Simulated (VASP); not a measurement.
## KCl: single point with LDA

Crystal: KCl.

```
K Cl
1.0
     0.00000    3.09167    3.09167
     3.09167    0.00000    3.09167
     3.09167    3.09167    0.00000
K Cl
1 1
Cartesian
  0.0000 0.0000 0.0000
  3.0917 3.0917 3.0917
```

```
Program                : VASP 6.6.1
Task                   : single point
Functional             : LDA
Potentials or basis    : VASP PAW LDA potentials, release 64 (K_sv, Cl)
Cutoff                 : 520 eV
k mesh                 : 7 × 7 × 7
Occupations            : fermi-dirac, width 0.03 eV
Spin                   : no spin polarisation
Dipole correction      : no
Further INCAR settings : ALGO = Normal; EDIFF = 1e-06; NBANDS = 15
```

* Pressure: -1.0 GPa
* Band gap on the k mesh: 4.93 eV

Levels at points of the mesh, in eV from the valence-band top:
| k point | band 4 | band 5 | band 6 | band 7 | band 8 | band 9 | band 10 | band 11 | band 12 | band 13 |
| --- | --- | --- | --- | --- | --- | --- | --- | --- | --- | --- |
| (0.00, 0.00, 0.00) | -10.41 | -10.41 | 0.00 | 0.00 | 0.00 | 4.93 | 8.10 | 8.10 | 8.10 | 9.07 |

Wall time 30 s on 1 thread of AMD EPYC 7R13, on a shared host, peak memory 0.14 GiB.
